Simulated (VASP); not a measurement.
Crystal: Ca2Al2O.

```xyz
5
Lattice="4.0912 0.0000 0.0000 0.0000 4.0912 0.0000 0.0000 0.0000 6.0519" Properties=species:S:1:pos:R:3 pbc="T T T"
Ca    2.0456    0.0000    1.7480
Ca    0.0000    2.0456    1.7480
Al    2.0456    0.0000    4.8121
Al    0.0000    2.0456    4.8121
O     2.0456    2.0456    1.2496
```

The cell was generated, and may not be a known phase.

- Program: VASP 6.6.1
- Task: relaxation of cell and atoms
- Functional: PBE
- Potentials or basis: VASP PAW PBE potentials, release 64 (Ca_sv, Al, O)
- Cutoff: 600 eV
- k mesh: 4 × 4 × 4
- Occupations: gaussian, width 0.1 eV
- Spin: no spin polarisation

At the start: pressure 11.0 GPa; volume 20.26 Å³/atom.

Problem. Where does the relaxation end?

Solution. Over 13 steps the energy falls by 172.2 meV/atom and the volume is 25.83 Å³/atom (+27.5 %); space group P4mm (No. 99, to 0.1 Å) before, P4/mmm (No. 123, to 0.1 Å).

Step by step:
```csv
step,energy change (eV),largest force (eV/Å),pressure (GPa),volume (Å³)
1,0.0000,0.4882,10.95,101.30
2,-0.6140,0.9826,-0.26,122.96
3,-0.6169,0.9156,0.37,121.15
4,-0.6169,0.9318,0.23,121.57
5,-0.6762,0.8107,0.08,123.47
6,-0.7596,0.5197,-0.14,128.35
7,-0.7698,0.4193,-0.20,130.36
8,-0.8200,0.3158,-0.49,131.00
9,-0.8386,0.2005,-0.91,131.65
10,-0.8563,0.0480,0.54,127.05
11,-0.8573,0.0665,0.25,127.92
12,-0.8606,0.0462,0.16,128.66
13,-0.8612,0.0319,0.10,129.17
```

Final structure:
```
CELL_PARAMETERS angstrom
4.43462 0.00000 0.00000
0.00000 4.43462 0.00000
0.00000 0.00000 6.56800
ATOMIC_POSITIONS crystal
Ca 0.50000 0.00000 0.27540
Ca 0.00000 0.50000 0.27540
Al 0.50000 0.00000 0.77613
Al 0.00000 0.50000 0.77613
O 0.50000 0.50000 0.27135
```

Caveat: the k points lie up to 0.35 Å⁻¹ apart in the final cell; the volume moved by over 15 % at a fixed basis, so the end points are rough.
